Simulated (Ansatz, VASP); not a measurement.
## Te2Mo: VASP beside Ansatz

```xyz
6
Lattice="3.5182 0.0000 0.0000 -1.7591 3.0469 0.0000 0.0000 0.0000 13.9736" Properties=species:S:1:pos:R:3 pbc="T T T"
Te    0.0000    2.0312    8.6776
Te    1.7591    1.0156    1.6908
Te    0.0000    2.0312   12.2828
Te    1.7591    1.0156    5.2960
Mo    0.0000    2.0312    3.4934
Mo    1.7591    1.0156   10.4802
```

Alike in both runs: task single point; functional PBE; k mesh 3 × 3 × 1; no spin polarisation.

|  | VASP | Ansatz |
| --- | --- | --- |
| version | VASP 6.6.1 | Ansatz 0.2.0 |
| potentials or method | VASP PAW PBE potentials, release 64 (Te, Mo_sv) | plane waves, PAW |
| plane-wave cutoff (eV) | 520 | 420 |
| occupations | fermi-dirac, width 0.1 eV | fermi-dirac |
| valence electrons in the cell | 52 | 92 |

|  | VASP | Ansatz | Ansatz less VASP |
| --- | --- | --- | --- |
| pressure (GPa) | 2.6 | 2.6 | +0.04 |
| traceless stress, the component that is largest in VASP (GPa) | 0.35 | 0.31 | -0.042 |

VASP's potentials hold 52 valence electrons a cell and Ansatz's 92, so a difference there can come from the potentials and not from the codes.

The k mesh is coarse, so the values compare programs but aren't converged. Neither program's run includes spin-orbit coupling.
